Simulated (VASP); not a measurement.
Here is a VASP 6.6.1 calculation.

INCAR

```
SYSTEM = Rh
PREC     = Accurate       ! precision mode
ENCUT    = 520            ! plane-wave cutoff, eV
EDIFF    = 1E-6           ! SCF threshold, eV
ISMEAR   = 0              ! smearing method
SIGMA    = 0.15           ! smearing width, eV
LREAL    = .False.        ! projectors in reciprocal space
LASPH    = .True.         ! aspherical terms in the spheres
NELM     = 100            ! most SCF steps
ALGO     = Fast           ! electronic algorithm
ISIF     = 2              ! what is computed and relaxed
LWAVE    = .False.        ! write WAVECAR
LCHARG   = .True.         ! write CHGCAR
GGA      = PS             ! functional
LELF     = .True.         ! ELF
LVHAR    = .True.       
NBANDS   = 22             ! bands
```

The input KPOINTS:

```
Automatic mesh
0
Gamma
  21 21 12
  0 0 0
```

Contents of POSCAR:

```
Rh
1.0
    2.6177457795      0.0000000000      0.0000000000
   -1.3088728898      2.2670343457      0.0000000000
    0.0000000000      0.0000000000      4.5677046107
Rh
2
Direct
    0.6666666667      0.3333333333      0.7500000000
    0.3333333333      0.6666666667      0.2500000000
```

Potentials or basis: VASP PAW PBE potentials, release 64 (Rh_pv).

Command:

```sh
$ cat potpaw_PBE.64/Rh_pv/POTCAR > POTCAR
$ mpirun -np 1 vasp_std > vasp.out
```

(1) What does it give for the pressure?

(2) Predict the band gap on the k mesh.

## Answers

(1) 1.6 GPa.

(2) zero (bands 15 and 16 overlap by 2.66 eV).

Caveat: the stress differs along the axes, from -14 to 9 GPa; the PAW data sets were made with another functional, which shifts forces and pressure a little.
